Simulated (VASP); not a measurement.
Set up this calculation in VASP 6.6.1, as the native input.

| Property | Result |
| --- | --- |
| Task | relaxation of cell and atoms |
| Functional | PBE |
| Potentials or basis | VASP PAW PBE potentials, release 64 (W_sv) |
| Cutoff | 600 eV |
| k mesh | 32 × 32 × 32 |
| Occupations | gaussian, width 0.3 eV |
| Spin | no spin polarisation |
| Dipole correction | no |
| Further INCAR settings | ALGO = Fast; EDIFF = 1e-06; IBRION = 2; EDIFFG = -0.005; NSW = 80; ISIF = 3 |

The structure of W lies in POSCAR:

```
W
1.0
   -1.5900000000      1.5900000000      1.5900000000
    1.5900000000     -1.5900000000      1.5900000000
    1.5900000000      1.5900000000     -1.5900000000
W
1
Direct
    0.0000000000      0.0000000000      0.0000000000
```

The input as run:

INCAR

```
SYSTEM = W
  PREC = Accurate
  ENCUT = 600
  EDIFF = 1E-6
  ISMEAR = 0
  SIGMA = 0.3
  LREAL = .FALSE.
  LASPH = .TRUE.
  NELM = 80
  ALGO = Fast
  ISIF = 3
  LWAVE = .FALSE.
  LCHARG = .FALSE.
  GGA = PE
  IBRION = 2
  NSW = 80
  EDIFFG = -0.005
```

KPOINTS

```
regular mesh
0
G
  32 32 32
  0 0 0
```

Potentials or basis: VASP PAW PBE potentials, release 64 (W_sv).

The run is started by

```bash
$ cat potpaw_PBE.64/W_sv/POTCAR > POTCAR
$ mpirun -np 1 vasp_std > vasp.out
```

It gave:

```json
{
 "Relaxed volume": "16.17 Å³/atom",
 "Relaxed cell": "a = 2.759 Å, b = 2.759 Å, c = 2.759 Å, α = 109.47°, β = 109.47°, γ = 109.47°",
 "Space group after relaxing (to 0.1 Å)": "Im-3m (No. 229)",
 "Energy gained by relaxing": "0.4 meV/atom",
 "Ionic steps": "3",
 "Pressure after relaxing": "0.0 GPa",
 "Band gap on the k mesh": "zero (bands 7 and 8 overlap by 6.22 eV)"
}
```

Caveat: so wide a smearing shifts energies and pressures; spin-orbit coupling is left out, which moves the levels of the heavy elements.

Run time: 120 s on 1 thread of Intel(R) Xeon(R) 6975P-C (Granite Rapids), on a shared host, peak memory 0.33 GiB.
